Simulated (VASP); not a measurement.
# Al5Ga12N16 (a cell with a defect) in VASP: single point with PBEsol

Aim: the single point of Al5Ga12N16 (a cell with a defect) with PBEsol.

Program: VASP 6.6.1. These are calculated values, not measurements. Logs are shortened: lines on timing, memory, paths and dates and some standing lists are left out, and cuts for length are marked.

### Step 1. The cell of the first run

The cell holds a defect, 33 atoms: a = 7.738 Å, b = 7.738 Å, c = 7.738 Å, α = 109.47°, β = 109.47°, γ = 109.47°.

### Step 2. Single point, PBEsol, collinear spin (with an interstitial atom, then relaxed in part)

The input, INCAR:

```
SYSTEM = Al5Ga12N16
PREC = Accurate ; ENCUT = 520
EDIFF = 1E-6 ; ISMEAR = 0
SIGMA = 0.01 ; LREAL = Auto
LASPH = .True. ; NELM = 200
ALGO = Normal ; ISIF = 2
LWAVE = .False. ; LCHARG = .False.
ISPIN = 2 ; MAGMOM = 0 0 0 0.091 0.091 0.091 0 0 0 0.091 0 0 0 0 0 0 0.091 0 0 0 0 0.091 0 0 0.091 0.091 0 0.091 0 0.091 0.091 0 0
LORBIT = 11 ; GGA = PS
NBANDS = 152 ; GGA_COMPAT = .False.
KPAR = 2 ; NCORE = 2
```

The input, KPOINTS:

```
Automatic mesh
0
Gamma
  2 2 2
  0.5 0.5 0.5
```

The input, POSCAR:

```
Al5Ga12N16
1.0
   -4.4676279050      4.4676279050      4.4676279050
    4.4676279050     -4.4676279050      4.4676279050
    4.4676279050      4.4676279050     -4.4676279050
Al Ga N
5 12 16
Direct
    0.4992824664     -0.0112040920      0.5054254047
   -0.0114954000      0.4995646664      0.5054004379
    0.0100553970      0.0103294525      0.0161854691
    0.4992237318      0.4995644248     -0.0365187331
    0.4992036113      0.4995555615      0.2663001373
    0.8038150659      0.8040841949      0.5476525248
    0.2446516883      0.2449659658      0.4883184900
    0.2404283593      0.7330477828     -0.0099317481
    0.7326544953      0.2406233458     -0.0100228952
    0.1946984201      0.4995885514      0.2432144505
    0.7582215022     -0.0080627242      0.2489132009
    0.7538367469      0.4995537371      0.7429047028
    0.2659027390      0.0072379134      0.7565800644
    0.4992504853      0.7541411573      0.7429068710
    0.0069439057      0.2660541024      0.7566092624
   -0.0084100605      0.7584633321      0.2488720039
    0.4993470146      0.1950975515      0.2432688736
    0.4992667536      0.4995561076      0.7329927613
    0.0347150167      0.0349163912      0.7897893235
   -0.0362167729      0.4995517034      0.2543840522
    0.4993156489     -0.0358185983      0.2544233366
    0.4992808885      0.7339472926      0.4820078789
   -0.0011453611      0.2554908442      0.4990553431
   -0.0003047933      0.7558471850     -0.0006145380
    0.4992561384      0.2719865032      0.0152991849
    0.7336601493      0.4995826696      0.4820347890
    0.2551391068     -0.0008630594      0.4989780025
    0.2716334265      0.4995711514      0.0152495670
    0.7555684327     -0.0000356328     -0.0005988840
    0.2648929628      0.2651911920      0.2476221358
    0.7268575497      0.7271748921      0.2428378097
    0.7434130963      0.2432897892      0.7431163139
    0.2429477587      0.7436601473      0.7431334366
```

Potentials or basis: VASP PAW PBE potentials, release 64 (Al, Ga_d, N).

On the command line:

```
$ cat potpaw_PBE.64/Al/POTCAR potpaw_PBE.64/Ga_d/POTCAR potpaw_PBE.64/N/POTCAR > POTCAR
$ mpirun -np 4 vasp_std > vasp.out
```

OUTCAR:

```text
SYSTEM = Al5Ga12N16
   PREC = Accurate
   ENCUT = 520
   EDIFF = 1E-6
   ISMEAR = 0
   LREAL = Auto
   LASPH = .True.
   NELM = 200
   ISIF = 2
   ISPIN = 2
   LORBIT = 11
   GGA = PS

 ion  position               nearest neighbor table
   1  0.499  0.989  0.505-  21 1.89  32 1.90  27 1.90  22 1.92  17 2.97  14 2.98  13 3.06   9 3.06
                            10 3.12   6 3.12
   2  0.989  0.500  0.505-  20 1.89  23 1.90  33 1.90  26 1.92  10 2.97  12 2.98   8 3.06  15 3.06
                            17 3.12   6 3.12
   3  0.010  0.010  0.016-  19 1.89  24 1.90  29 1.90  30 1.92   6 2.97   7 2.98  16 3.06  11 3.06
                            10 3.12  17 3.12
   4  0.499  0.500  0.963-  18 1.78  28 1.93  31 1.93  25 1.93   5 2.34  14 3.01   7 3.01  12 3.01
                             8 3.12  15 3.12  13 3.12  16 3.12   9 3.12  11 3.12
   5  0.499  0.500  0.266-  30 2.01  22 2.01  26 2.01  25 2.14  28 2.14  31 2.14  10 2.30  17 2.30
                             6 2.30   4 2.34
   6  0.804  0.804  0.548-  19 1.82  31 2.04  26 2.07  22 2.07   5 2.30   3 2.97   2 3.12   1 3.12

   7  0.245  0.245  0.488-  18 1.95  27 1.96  23 1.96  30 1.97   3 2.98   4 3.01
   8  0.240  0.733  0.990-  33 1.95  24 1.95  21 1.96  28 1.96   2 3.06   4 3.12
   9  0.733  0.241  0.990-  32 1.95  29 1.95  20 1.96  25 1.96   1 3.06   4 3.12
  10  0.195  0.500  0.243-  20 1.82  28 2.04  22 2.07  30 2.07   5 2.30   2 2.97   1 3.12   3 3.12
[... 11 lines left out ...]
  20  0.964  0.500  0.254-  10 1.82   2 1.89  16 1.96   9 1.96
  21  0.499  0.964  0.254-  17 1.82   1 1.89   8 1.96  11 1.96
  22  0.499  0.734  0.482-   1 1.92  14 1.97   5 2.01  10 2.07   6 2.07
  23  0.999  0.255  0.499-   2 1.90  15 1.95  11 1.95   7 1.96
  24  1.000  0.756  0.999-   3 1.90  16 1.95   8 1.95  12 1.96
  25  0.499  0.272  0.015-   4 1.93  13 1.96   9 1.96  17 2.04   5 2.14
  26  0.734  0.500  0.482-   2 1.92  12 1.97   5 2.01  17 2.07   6 2.07
  27  0.255  0.999  0.499-   1 1.90  13 1.95  16 1.95   7 1.96
  28  0.272  0.500  0.015-   4 1.93   8 1.96  15 1.96  10 2.04   5 2.14
  29  0.756  1.000  0.999-   3 1.90  11 1.95   9 1.95  14 1.96
  30  0.265  0.265  0.248-   3 1.92   7 1.97   5 2.01  17 2.07  10 2.07
  31  0.727  0.727  0.243-   4 1.93  11 1.96  16 1.96   6 2.04   5 2.14
  32  0.743  0.243  0.743-   1 1.90   9 1.95  15 1.95  12 1.96
  33  0.243  0.744  0.743-   2 1.90   8 1.95  13 1.95  14 1.96

  LATTYP: Found a body centered cubic cell.
 ALAT       =     8.9352558100

  Lattice vectors:

 A1 = (  -4.4676279050,   4.4676279050,   4.4676279050)
 A2 = (   4.4676279050,  -4.4676279050,   4.4676279050)
 A3 = (   4.4676279050,   4.4676279050,  -4.4676279050)

Analysis of symmetry for initial positions (statically):
=====================================================================
 Subroutine PRICEL returns:
 Original cell was already a primitive cell.

 Routine SETGRP: Setting up the symmetry group for a
 body centered cubic supercell.

 Subroutine GETGRP returns: Found  1 space group operations
 (whereof  1 operations were pure point group operations)
 out of a pool of 48 trial point group operations.

The static configuration has the point symmetry C_1 .

Analysis of symmetry for dynamics (positions and initial velocities):
=====================================================================
 Subroutine PRICEL returns:
 Original cell was already a primitive cell.

 Routine SETGRP: Setting up the symmetry group for a
 body centered cubic supercell.

 Subroutine GETGRP returns: Found  1 space group operations
 (whereof  1 operations were pure point group operations)
 out of a pool of 48 trial point group operations.

The dynamic configuration has the point symmetry C_1 .

Analysis of structural, dynamic, and magnetic symmetry:
=====================================================================
 Subroutine PRICEL returns:
 Original cell was already a primitive cell.

 Routine SETGRP: Setting up the symmetry group for a
 body centered cubic supercell.

 Subroutine GETGRP returns: Found  1 space group operations
 (whereof  1 operations were pure point group operations)
 out of a pool of 48 trial point group operations.

The overall configuration has the point symmetry C_1 .

 Subroutine INISYM returns: Found  1 space group operations
 (whereof  1 operations are pure point group operations),
 and found     1 'primitive' translations

----------------------------------------------------------------------------------------
[... 126 lines left out ...]
   ISTART =      0    job   : 0-new  1-cont  2-samecut
   ICHARG =      2    charge: 1-file 2-atom 10-const
   ISPIN  =      2    spin polarized calculation?
   LNONCOLLINEAR =      F non collinear calculations
   LSORBIT =      F    spin-orbit coupling
   LASPH  =      T    aspherical Exc in radial PAW
   ENCUT  =  520.0 eV  38.22 Ry    6.18 a.u.  14.39 14.39 14.39*2*pi/ulx,y,z
   NELM   =    200;   NELMIN=  2; NELMDL= -5     # of ELM steps
   EDIFF  = 0.1E-05   stopping-criterion for ELM
   LREAL  =      T    real-space projection
   EDIFFG = 0.1E-04   stopping-criterion for IOM
   NSW    =      0    number of steps for IOM
   IBRION =     -1    ionic relax: 0-MD 1-quasi-New 2-CG
   NFREE  =      0    steps in history (QN), initial steepest desc. (CG)
   ISIF   =      2    stress and relaxation
   ISYM   =      2    0-nonsym 1-usesym 2-fastsym
   POTIM  = 0.5000    time-step for ionic-motion
   TEBEG  =    0.0;   TEEND  =   0.0 temperature during run
   PSTRESS=    0.0 pullay stress
   NELECT =     251.0000    total number of electrons
   NUPDOWN=      -1.0000    fix difference up-down
   EMIN   =  10.00;   EMAX   =-10.00  energy-range for DOS
   EFERMI =   0.00;   METHOD = LEGACY
   ISMEAR =     0;   SIGMA  =   0.01  broadening in eV -4-tet -1-fermi 0-gaus
   EFERMI_NEDOS =   21; number of points for ismear=-14 and -15
   IALGO  =     38    algorithm
   IMIX   =      4    mixing-type and parameters
     AMIX     =   0.40;   BMIX     =  1.00
     AMIX_MAG =   1.60;   BMIX_MAG =  1.00
  volume/ion in A,a.u.               =      10.81        72.94
  Fermi-wavevector in a.u.,A,eV,Ry     =   1.456138  2.751701 28.848932  2.120337
  Thomas-Fermi vector in A             =   2.573091
   LORBIT       =     11    0 simple, 1 ext, 2 COOP (PROOUT), +10 PAW based schemes
   GGA     = PS    functional components
   LHFCALC =     F    Hartree Fock is set to
   AEXX    =    0.0000 exact exchange contribution
   IVDW    =     0    specifies the selected vdW correction
   LEPSILON=     F    determine dielectric tensor
   LRPA    =     F    only Hartree local field effects (RPA)
 spin polarized calculation
 Gauss-broadening in eV      SIGMA  =   0.01
  energy-cutoff  :      520.00
  volume of cell :      356.69
 maximum number of plane-waves:      9604
 NGX is ok and might be reduce to    60
   NGX = 29   NGY = 29   NGZ = 29

 number of electron     250.9999975 magnetization       0.0008031

 number of electron     250.9999975 magnetization      -0.0001319

 Free energy of the ion-electron system (eV)
  ---------------------------------------------------
  ext. energy  EPLUGINS =         0.00000000
  ---------------------------------------------------
  free energy    TOTEN  =      -214.39576306 eV

  energy without entropy =     -214.39576306  energy(sigma->0) =     -214.39576306

 E-fermi :   9.2627     XC(G=0): -11.9500

 val. band max:        9.1907125457   @ k =   0.2500  -0.2500   0.2500
 cond. band min:       9.4182365607   @ k =   0.2500   0.2500   0.2500
 fundamental gap:      0.2275240150
 Fermi energy:         9.2627107195

 spin component 1

 k-point     1 :       0.2500    0.2500    0.2500
  band No.  band energies     occupation
      1      -9.9575      1.00000
      2      -9.5409      1.00000
      3      -9.5408      1.00000
      4      -9.3818      1.00000
      5      -9.0396      1.00000
      6      -8.9186      1.00000
[... 549 lines left out ...]
    136      11.5713      0.00000
    137      11.6540      0.00000
 Fermi energy:         9.2627107195

 spin component 2

 k-point     1 :       0.2500    0.2500    0.2500
  band No.  band energies     occupation
      1      -9.9575      1.00000
      2      -9.5409      1.00000
      3      -9.5408      1.00000
      4      -9.3818      1.00000
      5      -9.0396      1.00000
      6      -8.9186      1.00000
[... 549 lines left out ...]
    136      11.5713      0.00000
    137      11.6540      0.00000
 [bands above 137 left out]

------------------------ aborting loop because EDIFF is reached ----------------------------------------

  FORCE on cell =-STRESS in cart. coord.  units (eV):
  Direction    XX          YY          ZZ          XY          YZ          ZX
  --------------------------------------------------------------------------------------
  -------------------------------------------------------------------------------------
  Total       18.4611174     18.4613928     18.4695205     -0.8657489      0.8662040      0.8656012
  in kB       82.9234934     82.9247308     82.9612386     -3.8887636      3.8908079      3.8881003
  external PRESSURE =      82.9364876 kB  Pullay stress =       0.0000000 kB

 VOLUME and BASIS-vectors are now :
 -----------------------------------------------------------------------------
  energy-cutoff  :      520.00
  volume of cell :      356.69
      direct lattice vectors                 reciprocal lattice vectors
    -4.467627905  4.467627905  4.467627905     0.000000000  0.111916214  0.111916214
     4.467627905 -4.467627905  4.467627905     0.111916214  0.000000000  0.111916214
     4.467627905  4.467627905 -4.467627905     0.111916214  0.111916214  0.000000000

 POSITION                                       TOTAL-FORCE (eV/Angst)
 -----------------------------------------------------------------------------------
      4.44502      0.07109      4.39013        -0.006338     -0.001080      0.002392
      0.07354      4.44234      4.39020         0.001812     -0.006358     -0.000010
      0.07354      0.07109      0.01876        -0.003189     -0.001035      0.008068
      4.30600      4.30295      0.15774         0.009427      0.011543     -0.009028
      1.19130      1.18816      3.27235        -0.000256     -0.001228     -0.003569
      2.44791      2.44551      4.73679         0.030416      0.031030      0.027734
[... 25 lines left out ...]
      1.08560      5.55433      1.08825         0.003762      0.008164      0.003172
      5.55704      1.08305      1.08775         0.005723      0.004000      0.004249
 -----------------------------------------------------------------------------------
    total drift:                               -0.008365     -0.012530     -0.005329

  FREE ENERGIE OF THE ION-ELECTRON SYSTEM (eV)
  ---------------------------------------------------
  free  energy   TOTEN  =      -214.3957630625 eV

  energy  without entropy=     -214.3957630625  energy(sigma->0) =     -214.39576306

 total charge

# of ion       s       p       d       tot
------------------------------------------
    1        0.368   0.436   0.000   0.804
    2        0.368   0.436   0.000   0.804
    3        0.368   0.436   0.000   0.804
    4        0.391   0.453   0.000   0.844
    5        0.374   0.424   0.000   0.798
    6        0.874   0.878  10.183  11.934
[... 25 lines left out ...]
   32        1.237   2.505   0.000   3.743
   33        1.237   2.505   0.000   3.743
--------------------------------------------------
tot         31.434  53.266 122.193 206.893

 magnetization (x)

# of ion       s       p       d       tot
------------------------------------------
    1       -0.000  -0.000   0.000  -0.000
    2       -0.000  -0.000   0.000  -0.000
    3       -0.000  -0.000   0.000  -0.000
    4       -0.000  -0.000   0.000  -0.000
    5       -0.000  -0.000   0.000  -0.000
    6       -0.000  -0.000   0.000  -0.000
[... 25 lines left out ...]
   32        0.000   0.000   0.000   0.000
   33       -0.000   0.000   0.000   0.000
--------------------------------------------------
tot         -0.000   0.000   0.000   0.000
```

Wall time 9.3 min (4 MPI ranks of Intel Xeon Platinum 8488C (Sapphire Rapids), shared host); peak memory 0.5 GiB.

Results:

- Free energy: -214.3958 eV
- Pressure: 8.3 GPa
- Largest force: 0.052 eV/Å
- Net moment: 0.00 μB per cell
- Valence electrons inside the program's atomic spheres: Al 0.80, 0.84 (each value once); Ga 11.93, 11.86, 11.88, 11.87 (each value once); N 3.80, 3.79, 3.75, 3.74 (each value once)

Forces in eV/Å, atoms in the order of the input:
```
Al  -0.006 -0.001  0.002
Al   0.002 -0.006  0.000
Al  -0.003 -0.001  0.008
Al   0.009  0.012 -0.009
Al   0.000 -0.001 -0.004
Ga   0.030  0.031  0.028
Ga   0.007  0.005  0.002
Ga   0.005 -0.003  0.005
Ga  -0.001  0.004  0.006
Ga   0.029 -0.030 -0.030
Ga   0.006 -0.004 -0.003
Ga   0.008 -0.002 -0.004
Ga   0.000 -0.005 -0.008
Ga  -0.002  0.004 -0.006
Ga  -0.005 -0.004 -0.003
Ga  -0.005  0.005 -0.002
Ga  -0.030  0.028 -0.029
N   -0.018 -0.019  0.017
N   -0.020 -0.022 -0.015
N   -0.023  0.014  0.023
N    0.014 -0.021  0.022
N    0.017  0.001 -0.001
N   -0.004  0.005 -0.006
N   -0.004  0.007 -0.004
N   -0.012 -0.007  0.008
N    0.000  0.017  0.001
N    0.004 -0.002 -0.005
N   -0.007 -0.011  0.006
N    0.006 -0.002 -0.002
N    0.001  0.001 -0.018
N   -0.007 -0.006  0.012
N    0.004  0.008  0.003
N    0.006  0.004  0.004
```

Stress tensor (GPa, compression positive):
```
 8.29 -0.39  0.39
-0.39  8.29  0.39
 0.39  0.39  8.30
```

Caveat: the k points lie up to 0.50 Å⁻¹ apart; the cell differs from its parent crystal (with an interstitial atom, then relaxed in part); the PAW data sets were made with another functional, which shifts forces and pressure a little.
